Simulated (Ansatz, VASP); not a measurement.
# TlSbO2: VASP beside Ansatz

The input POSCAR:

```
TlSbO2
1.0
    1.7505406596      1.0106751210      6.4257818750
   -1.7505406596      1.0106751210      6.4257818750
    0.0000000000     -2.0213502420      6.4257818750
Tl Sb O
1 1 2
Direct
    1.0000000000      0.0000000000      0.0000000000
    0.5000000000      0.5000000000      0.5000000000
    0.2277185686      0.2277185686      0.2277185686
    0.7722814314      0.7722814314      0.7722814314
```

Contents of INCAR.step1:

```
SYSTEM = TlSbO2
ALGO = Normal
EDIFF = 1E-4
ENCUT = 520
GGA = PE
ISMEAR = -1
LASPH = .True.
LCHARG = .False.
LREAL = .False.
LWAVE = .True.
NBANDS = 23
NELM = 80
PREC = Accurate
SIGMA = 0.03
```

INCAR.step2

```
SYSTEM = TlSbO2
ALGO = Normal
BPARAM = 11.95
CPARAM = 0.0093
EDIFF = 1E-7
ENCUT = 520
ISIF = 2
ISMEAR = -1
ISTART = 1
IVDW_NL = 2
LASPH = .True.
LCHARG = .False.
LMIXTAU = .True.
LREAL = .False.
LUSE_VDW = .True.
LWAVE = .False.
METAGGA = R2SCAN
NBANDS = 23
NELM = 80
PREC = Accurate
SIGMA = 0.03
```

File KPOINTS:

```
k-points
0
Gamma
  10 10 10
  0 0 0
```

Input for Ansatz:

```yaml
crystal:
  lattice:
    - [1.7505406596, 1.010675121, 6.425781875]
    - [-1.7505406596, 1.010675121, 6.425781875]
    - [0.0, -2.021350242, 6.425781875]
  atoms:
    - { symbol: Tl, position: [1.0, 0.0, 0.0] }
    - { symbol: Sb, position: [0.5, 0.5, 0.5] }
    - { symbol: O, position: [0.2277185686, 0.2277185686, 0.2277185686] }
    - { symbol: O, position: [0.7722814314, 0.7722814314, 0.7722814314] }
kpoints:
  mp_grid: { grid: [10, 10, 10] }
  band_path:
    path:
      - [0.0, 0.0, 0.0]
      - [0.5, 0.5, 0.5]
      - [0.8168410824, 0.1831589176, 0.5]
      - [0.5, -0.1831589176, 0.1831589176]
      - [0.5, 0.0, 0.0]
      - [0.3415794588, -0.3415794588, 0.0]
      - [0.6584205412, 0.0, 0.3415794588]
      - [0.5, 0.0, 0.5]
    npoints: 1
hamiltonian:
  xc: r2scan
  dispersion: rvv10
scf:
  occupations: { method: fermi_dirac, width: 0.03 }
  n_extra_bands: 5
output:
  forces: true
  stress: true
  eigenvalues: true
```

Alike in both runs: task single point; functional r2SCAN; dispersion rVV10; k mesh 10 × 10 × 10; occupations fermi-dirac, width 0.03 eV; no spin polarisation.

```csv
,VASP,Ansatz
version,VASP 6.6.1,Ansatz 0.2.0
potentials or method,"VASP PAW PBE potentials, release 64 (Tl_d, Sb, O)","plane waves, PAW"
plane-wave cutoff (eV),520,500
valence electrons in the cell,30,40
```

Ansatz gave:

```
pressure (GPa)                                                : 0.0
traceless stress, the component that is largest in VASP (GPa) : 0.03
rms of the force components (eV/Å)                            : 0.003
```

**Question.** Which values does VASP return?

**Answer.** Pressure (GPa): -0.3; traceless stress, the component that is largest in VASP (GPa): 0.14; rms of the force components (eV/Å): 0.023.

VASP's potentials were made for PBE, not for r2SCAN. Atom by atom the forces differ by 0.019 eV/Å (rms over components). VASP's potentials hold 30 valence electrons a cell and Ansatz's 40, so a difference there can come from the potentials and not from the codes.

Spin-orbit coupling is off throughout.
